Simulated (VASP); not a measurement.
Write the native input for VASP 6.6.1 that does the following.

```yaml
Task: single point
Functional: PBE
Potentials_or_basis: VASP PAW PBE potentials, release 64 (Ca_sv, O)
Cutoff: 520 eV
k_mesh: 10 × 10 × 10
Occupations: gaussian, width 0.05 eV
Spin: no spin polarisation
Dipole_correction: no
Further_INCAR_settings: ALGO = Normal; EDIFF = 1e-06; NBANDS = 15
```

The structure of CaO lies in POSCAR:

```
CaO
1.0
   -0.1170849972      2.3918792286      2.3918792286
    2.3918792286     -0.1170849972      2.3918792286
    2.3918792286      2.3918792286     -0.1170849972
Ca O
1 1
Direct
    0.0000000000      0.0000000000      0.0000000000
    0.5000000000      0.5000000000      0.5000000000
```

This cell differs from its parent crystal: ratio of the length along [111] to the lengths across it x 0.93, volume and fractional coordinates fixed.

These files were run (other wordings do the same):

INCAR

```
ALGO = Normal
EDIFF = 1E-6
ENCUT = 520
GGA = PE
ISIF = 2
ISMEAR = 0
LASPH = True
LCHARG = True
LELF = True
LREAL = False
LVHAR = True
LWAVE = False
NBANDS = 15
NELM = 60
PREC = Accurate
SIGMA = 0.05
```

KPOINTS

```
k-points
0
Gamma
  10 10 10
```

Potentials or basis: VASP PAW PBE potentials, release 64 (Ca_sv, O).

Command:

```sh
$ cat potpaw_PBE.64/Ca_sv/POTCAR potpaw_PBE.64/O/POTCAR > POTCAR
$ mpirun -np 1 vasp_std > vasp.out
```

Results of the run:

* Pressure: -3.7 GPa
* Band gap on the k mesh: 3.46 eV, indirect (least direct gap 3.88 eV)

Run time: 20 s on 1 thread of Intel(R) Xeon(R) 6975P-C (Granite Rapids), with other jobs on the host, peak memory 0.19 GiB.
